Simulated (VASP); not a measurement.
# WS2 (P6_3/mmc) in VASP: a series of runs

WS2 is run at these levels: PBE; tasks: single point.

Program: VASP 6.6.1. These are calculated values, not measurements. Logs are shortened: lines on timing, memory, paths and dates and some standing lists are left out, and cuts for length are marked.

## Step 1: The cell of the first run

The structure is hexagonal, space group P6_3/mmc (No. 194). The conventional cell has a = 3.153 Å, b = 3.153 Å, c = 12.693 Å, α = 90.00°, β = 90.00°, γ = 120.00°. W (site symmetry -6m2) has 6 S at 2.41 Å and 6 W at 3.15 Å within 3.2 Å. Within 3.2 Å of S (site symmetry 3m) lie 3 W at 2.41 Å and 7 S at 3.15 to 3.16 Å.

## Step 2: Single point, PBE, collinear spin (z stretched by +3 %, then relaxed in part)

File INCAR:

```
SYSTEM = WS2
PREC = Accurate
ENCUT = 520
EDIFF = 1E-6
ISMEAR = -1
SIGMA = 0.02
LREAL = .False.
LASPH = .True.
NELM = 150
ALGO = Normal
ISIF = 2
LWAVE = .False.
LCHARG = .False.
ISPIN = 2
MAGMOM = 2 2 0 0 0 0
LORBIT = 11
LMAXMIX = 4
GGA = PE
NBANDS = 39
KPAR = 4
```

File KPOINTS:

```
regular mesh
0
Gamma
  16 16 4
  0 0 0
```

File POSCAR:

```
WS2
1.0
    3.1532000000      0.0000000000      0.0000000000
   -1.5766000000      2.7307513032      0.0000000000
    0.0000000000      0.0000000000     12.6926900000
W S
2 4
Direct
    0.3333333333      0.6666666667      0.2500000000
    0.6666666667      0.3333333333      0.7500000000
    0.3333333333      0.6666666667      0.6256052138
    0.6666666667      0.3333333333      0.1256052138
    0.3333333333      0.6666666667      0.8743947862
    0.6666666667      0.3333333333      0.3743947862
```

Potentials or basis: VASP PAW PBE potentials, release 64 (W_sv, S).

The run is started by

```sh
$ cat potpaw_PBE.64/W_sv/POTCAR potpaw_PBE.64/S/POTCAR > POTCAR
$ mpirun -np 4 vasp_std > vasp.out
```

OUTCAR:

```text
SYSTEM = WS2
   PREC = Accurate
   ENCUT = 520
   EDIFF = 1E-6
   ISMEAR = -1
   LREAL = .False.
   LASPH = .True.
   NELM = 150
   ISIF = 2
   ISPIN = 2
   LORBIT = 11
   GGA = PE

 ion  position               nearest neighbor table
   1  0.333  0.667  0.250-   4 2.41   6 2.41   4 2.41   6 2.41   4 2.41   6 2.41
   2  0.667  0.333  0.750-   3 2.41   5 2.41   3 2.41   5 2.41   3 2.41   5 2.41
   3  0.333  0.667  0.626-   2 2.41   2 2.41   2 2.41
   4  0.667  0.333  0.126-   1 2.41   1 2.41   1 2.41
   5  0.333  0.667  0.874-   2 2.41   2 2.41   2 2.41
   6  0.667  0.333  0.374-   1 2.41   1 2.41   1 2.41

  LATTYP: Found a hexagonal cell.
 ALAT       =     3.1532000000
 C/A-ratio  =     4.0253361664

  Lattice vectors:

 A1 = (   3.1532000000,   0.0000000000,   0.0000000000)
 A2 = (  -1.5766000000,   2.7307513032,   0.0000000000)
 A3 = (   0.0000000000,   0.0000000000,  12.6926900000)

Analysis of symmetry for initial positions (statically):
=====================================================================
 Subroutine PRICEL returns:
 Original cell was already a primitive cell.

 Routine SETGRP: Setting up the symmetry group for a
 hexagonal supercell.

 Subroutine GETGRP returns: Found 24 space group operations
 (whereof 12 operations were pure point group operations)
 out of a pool of 24 trial point group operations.

The static configuration has the point symmetry D_3d.
 The point group associated with its full space group is D_6h.

Analysis of symmetry for dynamics (positions and initial velocities):
=====================================================================
 Subroutine PRICEL returns:
 Original cell was already a primitive cell.

 Routine SETGRP: Setting up the symmetry group for a
 hexagonal supercell.

 Subroutine GETGRP returns: Found 24 space group operations
 (whereof 12 operations were pure point group operations)
 out of a pool of 24 trial point group operations.

The dynamic configuration has the point symmetry D_3d.
 The point group associated with its full space group is D_6h.

Analysis of structural, dynamic, and magnetic symmetry:
=====================================================================
 Subroutine PRICEL returns:
 Original cell was already a primitive cell.

 Routine SETGRP: Setting up the symmetry group for a
 hexagonal supercell.

 Subroutine GETGRP returns: Found 24 space group operations
 (whereof 12 operations were pure point group operations)
 out of a pool of 24 trial point group operations.

The overall configuration has the point symmetry D_3d.
 The point group associated with its full space group is D_6h.

 Subroutine INISYM returns: Found 24 space group operations
 (whereof 12 operations are pure point group operations),
 and found     1 'primitive' translations

----------------------------------------------------------------------------------------

                                     Primitive cell

  volume of cell :     109.2917

  direct lattice vectors                    reciprocal lattice vectors
     3.153200000  0.000000000  0.000000000     0.317138145  0.183099794  0.000000000
    -1.576600000  2.730751303  0.000000000     0.000000000  0.366199587  0.000000000
     0.000000000  0.000000000 12.692690000     0.000000000  0.000000000  0.078785506

  length of vectors
     3.153200000  3.153200000 12.692690000     0.366199587  0.366199587  0.078785506

  position of ions in fractional coordinates (direct lattice)
     0.333333333  0.666666667  0.250000000
     0.666666667  0.333333333  0.750000000
     0.333333333  0.666666667  0.625605214
     0.666666667  0.333333333  0.125605214
     0.333333333  0.666666667  0.874394786
     0.666666667  0.333333333  0.374394786

  ion indices of the primitive-cell ions
   primitive index   ion index
                 1           1
                 2           2
                 3           3
                 4           4
                 5           5
                 6           6
[... 29 lines left out ...]
  0.000000  0.000000  0.000000      1.000000
  0.062500  0.000000  0.000000      6.000000
  0.125000  0.000000  0.000000      6.000000
  0.187500  0.000000  0.000000      6.000000
  0.250000  0.000000  0.000000      6.000000
  0.312500  0.000000  0.000000      6.000000
[... 16 lines left out ...]
  0.187500  0.187500  0.000000      6.000000
  0.250000  0.187500  0.000000     12.000000
 [... further k-points ...]
   k-points           NKPTS =     90   k-points in BZ     NKDIM =     90   number of bands    NBANDS=     39
   number of dos      NEDOS =    301   number of ions     NIONS =      6
   total plane-waves  NPLWV =  55296
   dimension x,y,z NGX =    24 NGY =   24 NGZ =   96
   dimension x,y,z NGXF=    48 NGYF=   48 NGZF=  192
   ions per type =               2   4
   NGX,Y,Z   is equivalent  to a cutoff of  12.65, 12.65, 12.57 a.u.
   NGXF,Y,Z  is equivalent  to a cutoff of  25.31, 25.31, 25.15 a.u.
 SYSTEM =  WS2
   PREC   = accura    normal or accurate (medium, high low for compatibility)
   ISTART =      0    job   : 0-new  1-cont  2-samecut
   ICHARG =      2    charge: 1-file 2-atom 10-const
   ISPIN  =      2    spin polarized calculation?
   LNONCOLLINEAR =      F non collinear calculations
   LSORBIT =      F    spin-orbit coupling
   LASPH  =      T    aspherical Exc in radial PAW
   ENCUT  =  520.0 eV  38.22 Ry    6.18 a.u.   5.86  5.86 23.60*2*pi/ulx,y,z
   NELM   =    150;   NELMIN=  2; NELMDL= -5     # of ELM steps
   EDIFF  = 0.1E-05   stopping-criterion for ELM
   LREAL  =      F    real-space projection
   EDIFFG = 0.1E-04   stopping-criterion for IOM
   NSW    =      0    number of steps for IOM
   IBRION =     -1    ionic relax: 0-MD 1-quasi-New 2-CG
   NFREE  =      0    steps in history (QN), initial steepest desc. (CG)
   ISIF   =      2    stress and relaxation
   ISYM   =      2    0-nonsym 1-usesym 2-fastsym
   POTIM  = 0.5000    time-step for ionic-motion
   TEBEG  =    0.0;   TEEND  =   0.0 temperature during run
   PSTRESS=    0.0 pullay stress
   NELECT =      52.0000    total number of electrons
   NUPDOWN=      -1.0000    fix difference up-down
   EMIN   =  10.00;   EMAX   =-10.00  energy-range for DOS
   EFERMI =   0.00;   METHOD = LEGACY
   ISMEAR =    -1;   SIGMA  =   0.02  broadening in eV -4-tet -1-fermi 0-gaus
   EFERMI_NEDOS =   21; number of points for ismear=-14 and -15
   IALGO  =     38    algorithm
   IMIX   =      4    mixing-type and parameters
     AMIX     =   0.40;   BMIX     =  1.00
     AMIX_MAG =   1.60;   BMIX_MAG =  1.00
  volume/ion in A,a.u.               =      18.22       122.92
  Fermi-wavevector in a.u.,A,eV,Ry     =   1.278047  2.415159 22.223813  1.633404
  Thomas-Fermi vector in A             =   2.410612
   LORBIT       =     11    0 simple, 1 ext, 2 COOP (PROOUT), +10 PAW based schemes
   GGA     = PE    functional components
   LHFCALC =     F    Hartree Fock is set to
   AEXX    =    0.0000 exact exchange contribution
   IVDW    =     0    specifies the selected vdW correction
   LEPSILON=     F    determine dielectric tensor
   LRPA    =     F    only Hartree local field effects (RPA)
 spin polarized calculation
  energy-cutoff  :      520.00
  volume of cell :      109.29
 maximum number of plane-waves:      2969
 NGX is ok and might be reduce to    24
   NGX = 11   NGY = 11   NGZ = 47

 number of electron      51.9999994 magnetization       0.0013914

 Free energy of the ion-electron system (eV)
  ---------------------------------------------------
  ext. energy  EPLUGINS =         0.00000000
  ---------------------------------------------------
  free energy    TOTEN  =       -47.27712767 eV

  energy without entropy =      -47.27712767  energy(sigma->0) =      -47.27712767

 E-fermi :   7.3545     XC(G=0): -10.7654

 val. band max:        6.9940829291   @ k =   0.0000   0.0000   0.0000
 cond. band min:       8.1572396666   @ k =   0.1875   0.1875   0.0000
 fundamental gap:      1.1631567375
 Fermi energy:         7.3545447094

 spin component 1

 k-point     1 :       0.0000    0.0000    0.0000
  band No.  band energies     occupation
      1     -67.4767      1.00000
      2     -67.4766      1.00000
      3     -31.7331      1.00000
      4     -31.7331      1.00000
      5     -31.5520      1.00000
      6     -31.5520      1.00000
[... 973 lines left out ...]
     37      14.6496      0.00000
     38      15.3003      0.00000

 [... further k-points ...]

 spin component 2

 k-point     1 :       0.0000    0.0000    0.0000
  band No.  band energies     occupation
      1     -67.4766      1.00000
      2     -67.4766      1.00000
      3     -31.7330      1.00000
      4     -31.7330      1.00000
      5     -31.5519      1.00000
      6     -31.5519      1.00000
[... 973 lines left out ...]
     37      14.6499      0.00000
     38      15.3007      0.00000

 [... further k-points ...]

 [bands above 38 left out]

------------------------ aborting loop because EDIFF is reached ----------------------------------------

  FORCE on cell =-STRESS in cart. coord.  units (eV):
  Direction    XX          YY          ZZ          XY          YZ          ZX
  --------------------------------------------------------------------------------------
  -------------------------------------------------------------------------------------
  Total        2.4605324      2.4605324      1.3652345     -0.0000000     -0.0000000      0.0000000
  in kB       36.0705137     36.0705137     20.0138438     -0.0000000     -0.0000000      0.0000000
  external PRESSURE =      30.7182904 kB  Pullay stress =       0.0000000 kB

 VOLUME and BASIS-vectors are now :
 -----------------------------------------------------------------------------
  energy-cutoff  :      520.00
  volume of cell :      109.29
      direct lattice vectors                 reciprocal lattice vectors
     3.153200000  0.000000000  0.000000000     0.317138145  0.183099794  0.000000000
    -1.576600000  2.730751303  0.000000000     0.000000000  0.366199587  0.000000000
     0.000000000  0.000000000 12.692690000     0.000000000  0.000000000  0.078785506

 POSITION                                       TOTAL-FORCE (eV/Angst)
 -----------------------------------------------------------------------------------
     -0.00000      1.82050      3.17317        -0.000000      0.000000      0.000000
      1.57660      0.91025      9.51952         0.000000     -0.000000      0.000000
     -0.00000      1.82050      7.94061         0.000000     -0.000000     -0.015441
      1.57660      0.91025      1.59427        -0.000000      0.000000     -0.015441
     -0.00000      1.82050     11.09842         0.000000     -0.000000      0.015441
      1.57660      0.91025      4.75208        -0.000000      0.000000      0.015441
 -----------------------------------------------------------------------------------
    total drift:                               -0.000000      0.000000     -0.000000

  FREE ENERGIE OF THE ION-ELECTRON SYSTEM (eV)
  ---------------------------------------------------
  free  energy   TOTEN  =       -47.2771276690 eV

  energy  without entropy=      -47.2771276690  energy(sigma->0) =      -47.27712767

 total charge

# of ion       s       p       d       tot
------------------------------------------
    1        2.321   6.331   3.382  12.033
    2        2.321   6.331   3.382  12.033
    3        1.360   2.365   0.000   3.725
    4        1.360   2.365   0.000   3.725
    5        1.360   2.365   0.000   3.725
    6        1.360   2.365   0.000   3.725
--------------------------------------------------
tot         10.080  22.121   6.763  38.964

 magnetization (x)

# of ion       s       p       d       tot
------------------------------------------
    1        0.000   0.000  -0.000  -0.000
    2        0.000   0.000  -0.000  -0.000
    3       -0.000  -0.000   0.000  -0.000
    4       -0.000  -0.000   0.000  -0.000
    5       -0.000  -0.000   0.000  -0.000
    6       -0.000  -0.000   0.000  -0.000
--------------------------------------------------
tot         -0.000  -0.000  -0.000  -0.000
```

It took 4.2 min on 4 MPI ranks of Oxide Virtual Turin-like, shared host; peak memory 0.61 GiB.

Results:

```
Free energy                                           : -47.2771 eV
Pressure                                              : 3.1 GPa
Largest force                                         : 0.015 eV/Å
Band gap on the k mesh                                : 1.16 eV (least direct gap 2.02 eV)
Net moment                                            : 0.00 μB per cell
Valence electrons inside the program's atomic spheres : W 12.03; S 3.73
```

Forces in eV/Å, atoms in the order of the input:
```
W    0.000  0.000  0.000
W    0.000  0.000  0.000
S    0.000  0.000 -0.015
S    0.000  0.000 -0.015
S    0.000  0.000  0.015
S    0.000  0.000  0.015
```

Caveat: the cell differs from its parent crystal (z stretched by +3 %, then relaxed in part); the cell stands under pressure; spin-orbit coupling is left out, which moves the levels of the heavy elements; this functional lacks dispersion, which binds the layers, so the pressure and a relaxed spacing across them are unreliable. A k mesh can miss the band edges.

## Step 3: Single point, PBE, collinear spin (18.04 Å³/atom)

This run uses another cell than the first one, of 18.04 Å³/atom.

File INCAR:

```
PREC     = Accurate       # precision mode
ENCUT    = 520            # plane-wave cutoff, eV
EDIFF    = 1E-6           # SCF threshold, eV
ISMEAR   = -1             # smearing method
SIGMA    = 0.02           # smearing width, eV
LREAL    = False          # projectors in reciprocal space
LASPH    = True           # aspherical terms in the spheres
NELM     = 150            # most SCF steps
ALGO     = Normal         # electronic algorithm
ISIF     = 2              # what is computed and relaxed
LWAVE    = False          # write WAVECAR
LCHARG   = False          # write CHGCAR
ISPIN    = 2              # spin polarisation
MAGMOM   = 2 2 0 0 0 0    # initial moments
LORBIT   = 11             # projections on sites
LMAXMIX  = 4              # l up to which the mixer works
GGA      = PE             # functional
NBANDS   = 39             # bands
```

File KPOINTS:

```
Automatic mesh
0
Gamma
  16 16 4
```

File POSCAR:

```
WS2
1.0
    3.1740827278      0.0000000000      0.0000000000
   -1.5870413639      2.7488362760      0.0000000000
    0.0000000000      0.0000000000     12.4046116499
W S
2 4
Direct
    0.3333333333      0.6666666667      0.2500000000
    0.6666666667      0.3333333333      0.7500000000
    0.3333333333      0.6666666667      0.6234309742
    0.6666666667      0.3333333333      0.1234309742
    0.3333333333      0.6666666667      0.8765690258
    0.6666666667      0.3333333333      0.3765690258
```

Potentials or basis: VASP PAW PBE potentials, release 64 (W_sv, S).

The run is started by

```sh
$ cat potpaw_PBE.64/W_sv/POTCAR potpaw_PBE.64/S/POTCAR > POTCAR
$ mpirun -np 1 vasp_std > vasp.out
```

Wall time 22 min (1 thread of Oxide Virtual Turin-like, shared host); peak memory 0.58 GiB.

Results (log left out):

- Free energy: -47.2652 eV
- Pressure: 2.2 GPa
- Largest force: 0.005 eV/Å
- Band gap on the k mesh: 1.04 eV (least direct gap 1.92 eV)
- Net moment: 0.00 μB per cell
- Valence electrons inside the program's atomic spheres: W 12.02; S 3.72

Forces in eV/Å, atoms in the order of the input:
```
W    0.000  0.000  0.000
W    0.000  0.000  0.000
S    0.000  0.000 -0.005
S    0.000  0.000 -0.005
S    0.000  0.000  0.005
S    0.000  0.000  0.005
```

Stress tensor (GPa, compression positive):
```
1.85 0.00 0.00
0.00 1.85 0.00
0.00 0.00 2.77
```

Levels at points of the mesh, in eV from the valence-band top:
Spin up:
```
           k point  band 23  band 24  band 25  band 26  band 27  band 28  band 29  band 30
(0.00, 0.00, 0.00)    -2.21    -1.52    -1.13     0.00     2.27     2.27     2.28     2.28
(0.50, 0.00, 0.00)    -1.99    -1.80    -1.68    -1.50     2.25     2.29     2.57     2.83
(0.00, 0.00, 0.50)    -2.23    -2.23    -0.30    -0.30     2.26     2.26     2.26     2.26
(0.50, 0.00, 0.50)    -1.89    -1.89    -1.58    -1.58     2.27     2.27     2.72     2.72
```
Spin down:
| k point | band 22 | band 23 | band 24 | band 25 | band 26 | band 27 | band 28 | band 29 | band 30 | band 31 |
| --- | --- | --- | --- | --- | --- | --- | --- | --- | --- | --- |
| (0.00, 0.00, 0.00) | -2.21 | -2.21 | -1.52 | -1.13 | 0.00 | 2.27 | 2.27 | 2.28 | 2.28 | 2.33 |
| (0.50, 0.00, 0.00) | -2.72 | -1.99 | -1.80 | -1.68 | -1.50 | 2.25 | 2.29 | 2.57 | 2.83 | 3.12 |
| (0.00, 0.00, 0.50) | -2.23 | -2.23 | -2.23 | -0.30 | -0.30 | 2.26 | 2.26 | 2.26 | 2.26 | 2.43 |
| (0.50, 0.00, 0.50) | -2.84 | -1.89 | -1.89 | -1.58 | -1.58 | 2.27 | 2.27 | 2.72 | 2.72 | 3.42 |

Caveat: spin-orbit coupling is left out, which moves the levels of the heavy elements; this functional lacks dispersion, which binds the layers, so the pressure and a relaxed spacing across them are unreliable. A k mesh can miss the band edges.
